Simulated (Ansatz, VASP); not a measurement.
**Two plane-wave programs on Nb**

```
Nb
1.0
    -1.66395    1.78875    1.66395
     1.66395   -1.78875    1.66395
     1.66395    1.78875   -1.66395
Nb
1
Direct
  0.00000 0.00000 0.00000
```

Change from the starting cell: strain +0.0750 x Voigt [0, 1, 0, 0, 0, 0], atoms carried along.

Alike in both runs: task single point; functional PBEsol; k mesh 20 × 20 × 20; occupations gaussian, width 0.15 eV; no spin polarisation.

|  | VASP | Ansatz |
| --- | --- | --- |
| version | VASP 6.6.1 | Ansatz 0.2.0 |
| potentials or method | VASP PAW PBE potentials, release 64 (Nb_sv), cutoff 520 eV | scalar-relativistic, plane waves, PAW |
| valence electrons in the cell | 13 | 13 |

```csv
,VASP,Ansatz,Ansatz less VASP
gap on the k mesh at the Fermi level (eV),none,none,-
pressure (GPa),-17.7,-17.5,+0.23
"traceless stress, the component that is largest in VASP (GPa)",-4.29,-4.32,-0.024
```

VASP's potentials were made for PBE, not for PBEsol. A gap of «none» marks a metal or a gap that the smearing closes.
